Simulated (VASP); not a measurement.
# Mg: single point with PBE

Mg, a slab with vacuum:

```
CELL_PARAMETERS angstrom
6.41694 0.00000 0.00000
-3.20847 5.55723 0.00000
0.00000 0.00000 23.71633
ATOMIC_POSITIONS crystal
Mg 0.33333 0.16667 0.33732
Mg 0.33333 0.66667 0.33732
Mg 0.83333 0.16667 0.33732
Mg 0.83333 0.66667 0.33732
Mg 0.16667 0.33333 0.44577
Mg 0.16667 0.83333 0.44577
Mg 0.66667 0.33333 0.44577
Mg 0.66667 0.83333 0.44577
Mg 0.33333 0.16667 0.55423
Mg 0.33333 0.66667 0.55423
Mg 0.83333 0.16667 0.55423
Mg 0.83333 0.66667 0.55423
Mg 0.16667 0.33333 0.66268
Mg 0.16667 0.83333 0.66268
Mg 0.66667 0.33333 0.66268
Mg 0.66667 0.83333 0.66268
```

```yaml
Program: VASP 6.6.1
Task: single point
Functional: PBE
Potentials_or_basis: VASP PAW PBE potentials, release 64 (Mg)
Cutoff: 520 eV
k_mesh: 4 × 4 × 1
Occupations: gaussian, width 0.1 eV
Spin: no spin polarisation
```

- Largest force: 0.015 eV/Å
- Band gap on the k mesh: zero (bands 16 and 17 overlap by 1.14 eV)

Forces on the atoms (eV/Å):
```
Mg   0.000  0.000  0.015
Mg   0.000  0.000  0.015
Mg   0.000  0.000  0.015
Mg   0.000  0.000  0.015
Mg   0.000  0.000  0.015
Mg   0.000  0.000  0.015
Mg   0.000  0.000  0.015
Mg   0.000  0.000  0.015
Mg   0.000  0.000 -0.015
Mg   0.000  0.000 -0.015
Mg   0.000  0.000 -0.015
Mg   0.000  0.000 -0.015
Mg   0.000  0.000 -0.015
Mg   0.000  0.000 -0.015
Mg   0.000  0.000 -0.015
Mg   0.000  0.000 -0.015
```

Levels at points of the mesh, in eV from the Fermi level:
```tsv
k point	band 14	band 15	band 16	band 17	band 18	band 19
(0.00, 0.00, 0.00)	-0.93	-0.93	-0.93	-0.82	0.39	0.39
(0.50, 0.00, 0.00)	-0.82	0.32	0.32	0.74	0.74	1.71
```

Wall time 8 min on 1 thread of Intel Xeon 8259CL (shared host), peak memory 0.77 GiB.
